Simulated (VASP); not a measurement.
Input of a VASP 6.6.1 run:

File INCAR:

```
PREC = Accurate
ENCUT = 520
EDIFF = 1E-6
ISMEAR = -1
SIGMA = 0.08
LREAL = F
LASPH = T
NELM = 80
ALGO = Normal
ISIF = 2
LWAVE = F
LCHARG = F
GGA = PS
NBANDS = 17
```

KPOINTS

```
regular mesh
0
Gamma
  11 11 11
```

POSCAR

```
SnTe
1.0
    0.0000000000      3.1669867880      3.1669867880
    3.1669867880      0.0000000000      3.1669867880
    3.1669867880      3.1669867880      0.0000000000
Sn Te
1 1
Direct
    0.0000000000      0.0000000000      0.0000000000
    0.5000000000      0.5000000000      0.5000000000
```

Potentials or basis: VASP PAW PBE potentials, release 64 (Sn_d, Te).

Launch:

```bash
$ cat potpaw_PBE.64/Sn_d/POTCAR potpaw_PBE.64/Te/POTCAR > POTCAR
$ mpirun -np 1 vasp_std > vasp.out
```

**Question.** What does it give for the pressure?

**Answer.** -1.0 GPa.

Caveat: the PAW data sets were made with another functional, which shifts forces and pressure a little.
